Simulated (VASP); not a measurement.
# SrO (Fm-3m) in VASP: relaxation of cell and atoms with r2SCAN

Aim: the relaxation of cell and atoms of SrO with r2SCAN.

Everything below comes from runs of VASP 6.6.1. Logs are shortened: lines on timing, memory, paths and dates and some standing lists are left out, and cuts for length are marked.

**1. The cell of the first run**

The structure is cubic, space group Fm-3m (No. 225). The conventional cell has a = 5.195 Å, b = 5.195 Å, c = 5.195 Å, α = 90.00°, β = 90.00°, γ = 90.00°. Sr (site symmetry m-3m) has 6 O at 2.60 Å within 3.4 Å. O (site symmetry m-3m) has 6 Sr at 2.60 Å within 3.4 Å.

**2. Relaxation of cell and atoms, r2SCAN**

POSCAR

```
SrO
1.0
    0.0000000000      2.5973730392      2.5973730392
    2.5973730392      0.0000000000      2.5973730392
    2.5973730392      2.5973730392      0.0000000000
Sr O
1 1
Direct
    0.5000000000      0.5000000000      0.5000000000
    0.0000000000      0.0000000000      0.0000000000
```

INCAR.step1

```
PREC = Accurate
ENCUT = 600
ISMEAR = -1
SIGMA = 0.02
LREAL = False
LASPH = True
NELM = 60
GGA = PE
ALGO = Normal
EDIFF = 1E-4
LWAVE = True
LCHARG = False
```

INCAR.step2

```
PREC = Accurate
ENCUT = 600
EDIFF = 1E-6
ISMEAR = -1
SIGMA = 0.02
LREAL = False
LASPH = True
NELM = 60
ALGO = Normal
ISIF = 3
LWAVE = False
LCHARG = False
METAGGA = R2SCAN
LMIXTAU = True
IBRION = 2
NSW = 80
EDIFFG = -0.005
ISTART = 1
```

KPOINTS

```
Automatic mesh
0
Gamma
  8 8 8
```

Potentials or basis: VASP PAW PBE potentials, release 64 (Sr_sv, O).

Started as:

```sh
$ cat potpaw_PBE.64/Sr_sv/POTCAR potpaw_PBE.64/O/POTCAR > POTCAR
$ cp INCAR.step1 INCAR
$ mpirun -np 1 vasp_std > vasp.out
$ cp INCAR.step2 INCAR
$ mpirun -np 1 vasp_std > vasp.out
```

OUTCAR:

```text
PREC = Accurate
   ENCUT = 600
   EDIFF = 1E-6
   ISMEAR = -1
   LREAL = False
   LASPH = True
   NELM = 60
   ISIF = 3
   METAGGA = R2SCAN
   IBRION = 2
   NSW = 80
   EDIFFG = -0.005
   ISTART = 1

 ion  position               nearest neighbor table
   1  0.500  0.500  0.500-   2 2.60   2 2.60   2 2.60   2 2.60   2 2.60   2 2.60
   2  0.000  0.000  0.000-   1 2.60   1 2.60   1 2.60   1 2.60   1 2.60   1 2.60

  LATTYP: Found a face centered cubic cell.
 ALAT       =     5.1947460784

  Lattice vectors:

 A1 = (   0.0000000000,   2.5973730392,   2.5973730392)
 A2 = (   2.5973730392,   0.0000000000,   2.5973730392)
 A3 = (   2.5973730392,   2.5973730392,   0.0000000000)

Analysis of symmetry for initial positions (statically):
=====================================================================
 Subroutine PRICEL returns:
 Original cell was already a primitive cell.

 Routine SETGRP: Setting up the symmetry group for a
 face centered cubic supercell.

 Subroutine GETGRP returns: Found 48 space group operations
 (whereof 48 operations were pure point group operations)
 out of a pool of 48 trial point group operations.

The static configuration has the point symmetry O_h .

Analysis of symmetry for dynamics (positions and initial velocities):
=====================================================================
 Subroutine PRICEL returns:
 Original cell was already a primitive cell.

 Routine SETGRP: Setting up the symmetry group for a
 face centered cubic supercell.

 Subroutine GETGRP returns: Found 48 space group operations
 (whereof 48 operations were pure point group operations)
 out of a pool of 48 trial point group operations.

The dynamic configuration has the point symmetry O_h .

 Subroutine INISYM returns: Found 48 space group operations
 (whereof 48 operations are pure point group operations),
 and found     1 'primitive' translations

----------------------------------------------------------------------------------------

                                     Primitive cell

  volume of cell :      35.0456

  direct lattice vectors                    reciprocal lattice vectors
     0.000000000  2.597373039  2.597373039    -0.192502191  0.192502191  0.192502191
     2.597373039  0.000000000  2.597373039     0.192502191 -0.192502191  0.192502191
     2.597373039  2.597373039  0.000000000     0.192502191  0.192502191 -0.192502191

  length of vectors
     3.673240179  3.673240179  3.673240179     0.333423575  0.333423575  0.333423575

  position of ions in fractional coordinates (direct lattice)
     0.500000000  0.500000000  0.500000000
     0.000000000  0.000000000  0.000000000

  ion indices of the primitive-cell ions
   primitive index   ion index
                 1           1
                 2           2

----------------------------------------------------------------------------------------

 KPOINTS: Automatic mesh

Automatic generation of k-mesh.
 Grid dimensions read from file:
 generate k-points for:    8    8    8

 Generating k-lattice:

  Cartesian coordinates                     Fractional coordinates (reciprocal lattice)
    -0.024062774  0.024062774  0.024062774     0.125000000  0.000000000  0.000000000
     0.024062774 -0.024062774  0.024062774     0.000000000  0.125000000  0.000000000
     0.024062774  0.024062774 -0.024062774     0.000000000  0.000000000  0.125000000

  Length of vectors
     0.041677947  0.041677947  0.041677947

  Shift w.r.t. Gamma in fractional coordinates (k-lattice)
     0.000000000  0.000000000  0.000000000

 Subroutine IBZKPT returns following result:
 ===========================================

 Found     29 irreducible k-points:

 Following reciprocal coordinates:
            Coordinates               Weight
  0.000000  0.000000  0.000000      1.000000
  0.125000  0.000000  0.000000      8.000000
  0.250000  0.000000  0.000000      8.000000
  0.375000  0.000000  0.000000      8.000000
  0.500000  0.000000  0.000000      4.000000
  0.125000  0.125000  0.000000      6.000000
[... 16 lines left out ...]
  0.500000  0.250000  0.125000     48.000000
 -0.375000  0.250000  0.125000     24.000000
 [... further k-points ...]
   k-points           NKPTS =     29   k-points in BZ     NKDIM =     29   number of bands    NBANDS=     12
   number of dos      NEDOS =    301   number of ions     NIONS =      2
   total plane-waves  NPLWV =  27000
   dimension x,y,z NGX =    30 NGY =   30 NGZ =   30
   dimension x,y,z NGXF=    60 NGYF=   60 NGZF=   60
   ions per type =               1   1
   NGX,Y,Z   is equivalent  to a cutoff of  13.58, 13.58, 13.58 a.u.
   NGXF,Y,Z  is equivalent  to a cutoff of  27.16, 27.16, 27.16 a.u.
 SYSTEM =  unknown system
   PREC   = accura    normal or accurate (medium, high low for compatibility)
   ISTART =      1    job   : 0-new  1-cont  2-samecut
   ICHARG =      0    charge: 1-file 2-atom 10-const
   ISPIN  =      1    spin polarized calculation?
   LNONCOLLINEAR =      F non collinear calculations
   LSORBIT =      F    spin-orbit coupling
   LASPH  =      T    aspherical Exc in radial PAW
   ENCUT  =  600.0 eV  44.10 Ry    6.64 a.u.   7.34  7.34  7.34*2*pi/ulx,y,z
   NELM   =     60;   NELMIN=  2; NELMDL=  0     # of ELM steps
   EDIFF  = 0.1E-05   stopping-criterion for ELM
   LREAL  =      F    real-space projection
   EDIFFG = -.5E-02   stopping-criterion for IOM
   NSW    =     80    number of steps for IOM
   IBRION =      2    ionic relax: 0-MD 1-quasi-New 2-CG
   NFREE  =      1    steps in history (QN), initial steepest desc. (CG)
   ISIF   =      3    stress and relaxation
   ISYM   =      2    0-nonsym 1-usesym 2-fastsym
   POTIM  = 0.5000    time-step for ionic-motion
   TEBEG  =    0.0;   TEEND  =   0.0 temperature during run
   PSTRESS=    0.0 pullay stress
   NELECT =      16.0000    total number of electrons
   NUPDOWN=      -1.0000    fix difference up-down
   EMIN   =  10.00;   EMAX   =-10.00  energy-range for DOS
   EFERMI =   0.00;   METHOD = LEGACY
   ISMEAR =    -1;   SIGMA  =   0.02  broadening in eV -4-tet -1-fermi 0-gaus
   EFERMI_NEDOS =   21; number of points for ismear=-14 and -15
   IALGO  =     38    algorithm
   IMIX   =      4    mixing-type and parameters
     AMIX     =   0.40;   BMIX     =  1.00
     AMIX_MAG =   1.60;   BMIX_MAG =  1.00
  volume/ion in A,a.u.               =      17.52       118.25
  Fermi-wavevector in a.u.,A,eV,Ry     =   1.260580  2.382151 21.620509  1.589063
  Thomas-Fermi vector in A             =   2.394083
   LORBIT       =      0    0 simple, 1 ext, 2 COOP (PROOUT), +10 PAW based schemes
   METAGGA = R2SCAN    functional components
   LHFCALC =     F    Hartree Fock is set to
   AEXX    =    0.0000 exact exchange contribution
   IVDW    =     0    specifies the selected vdW correction
   LEPSILON=     F    determine dielectric tensor
   LRPA    =     F    only Hartree local field effects (RPA)
 conjugate gradient relaxation of ions
 non-spin polarized calculation
  energy-cutoff  :      600.00
  volume of cell :       35.05
 maximum number of plane-waves:      1211
 NGX is ok and might be reduce to    30
   NGX = 15   NGY = 15   NGZ = 15

--------------------------------------- Ionic step        1  -------------------------------------------

 number of electron      16.0000000 magnetization

 Free energy of the ion-electron system (eV)
  ---------------------------------------------------
  ext. energy  EPLUGINS =         0.00000000
  ---------------------------------------------------
  free energy    TOTEN  =       -27.05679235 eV

  energy without entropy =      -27.05679235  energy(sigma->0) =      -27.05679235

------------------------ aborting loop because EDIFF is reached ----------------------------------------

  FORCE on cell =-STRESS in cart. coord.  units (eV):
  Direction    XX          YY          ZZ          XY          YZ          ZX
  --------------------------------------------------------------------------------------
  -------------------------------------------------------------------------------------
  Total       -0.3034089     -0.3034089     -0.3034089      0.0000000     -0.0000000     -0.0000000
  in kB      -13.8709406    -13.8709406    -13.8709406      0.0000000     -0.0000000     -0.0000000
  external PRESSURE =     -13.8709406 kB  Pullay stress =       0.0000000 kB
[... 57 lines left out ...]
  energy  without entropy=      -27.0588182448  energy(sigma->0) =      -27.05881824

--------------------------------------- Ionic step        3  -------------------------------------------

 number of electron      15.9999998 magnetization

 Free energy of the ion-electron system (eV)
  ---------------------------------------------------
  ext. energy  EPLUGINS =         0.00000000
  ---------------------------------------------------
  free energy    TOTEN  =       -27.05922827 eV

  energy without entropy =      -27.05922827  energy(sigma->0) =      -27.05922827

 E-fermi :   1.7414     XC(G=0): -10.5091

 val. band max:        1.2716929265   @ k =   0.0000   0.0000   0.0000
 cond. band min:       5.0233623108   @ k =   0.5000   0.5000   0.0000
 fundamental gap:      3.7516693843
 Fermi energy:         1.7414399868

 k-point     1 :       0.0000    0.0000    0.0000
  band No.  band energies     occupation
      1     -32.2530      2.00000
      2     -14.7378      2.00000
      3     -13.2913      2.00000
      4     -13.2913      2.00000
      5     -13.2913      2.00000
      6       1.2717      2.00000
      7       1.2717      2.00000
      8       1.2717      2.00000
      9       5.8217      0.00000
     10       8.0167      0.00000
     11       8.0167      0.00000
     12       8.0167      0.00000
[... 331 lines left out ...]
 k-point    24 :      -0.3750    0.2500    0.1250
  band No.  band energies     occupation
      1     -32.1029      2.00000
      2     -15.7625      2.00000
      3     -13.6515      2.00000
      4     -13.5083      2.00000
      5     -12.6139      2.00000
      6      -0.2485      2.00000
      7       0.4292      2.00000
      8       0.5020      2.00000
      9       8.1325      0.00000
     10       8.5041      0.00000
     11      11.1636      0.00000
     12      11.3110      0.00000

 [... further k-points ...]
[... 5 lines left out ...]
  --------------------------------------------------------------------------------------
  -------------------------------------------------------------------------------------
  Total        0.0023726      0.0023726      0.0023726     -0.0000000      0.0000000     -0.0000000
  in kB        0.1101893      0.1101893      0.1101893     -0.0000000      0.0000000     -0.0000000
  external PRESSURE =       0.1101893 kB  Pullay stress =       0.0000000 kB
[... 17 lines left out ...]
  FREE ENERGIE OF THE ION-ELECTRON SYSTEM (eV)
  ---------------------------------------------------
  free  energy   TOTEN  =       -27.0592282704 eV

  energy  without entropy=      -27.0592282704  energy(sigma->0) =      -27.05922827

 reached required accuracy - stopping structural energy minimisation
```

Wall time 98 s (1 thread of Intel Xeon 6975P-C (Granite Rapids), shared host); peak memory 0.19 GiB.

Results:

```yaml
Free_energy: -27.0592 eV
Relaxed_volume: 17.25 Å³/atom
Relaxed_cell: a = 3.654 Å, b = 3.654 Å, c = 3.654 Å, α = 60.00°, β = 60.00°, γ = 60.00°
Space_group_after_relaxing_to_0.1_Å: Fm-3m (No. 225)
Energy_gained_by_relaxing: 1.2 meV/atom
Ionic_steps: 3
Pressure_after_relaxing: 0.0 GPa
Band_gap_on_the_k_mesh: 3.75 eV (least direct gap 3.85 eV)
```

Step by step:
```
step  energy change (eV)  largest force (eV/Å)  pressure (GPa)  volume (Å³)
   1              0.0000                0.0000           -1.39        35.05
   2             -0.0020                0.0000            0.61        34.28
   3             -0.0024                0.0000            0.01        34.50
```

Final structure:
```
Sr O
1.0
     0.00000    2.58377    2.58377
     2.58377    0.00000    2.58377
     2.58377    2.58377    0.00000
Sr O
1 1
Cartesian
  2.5838 2.5838 2.5838
  0.0000 0.0000 0.0000
```

Caveat: the PAW data sets were made with another functional, which shifts forces and pressure a little.
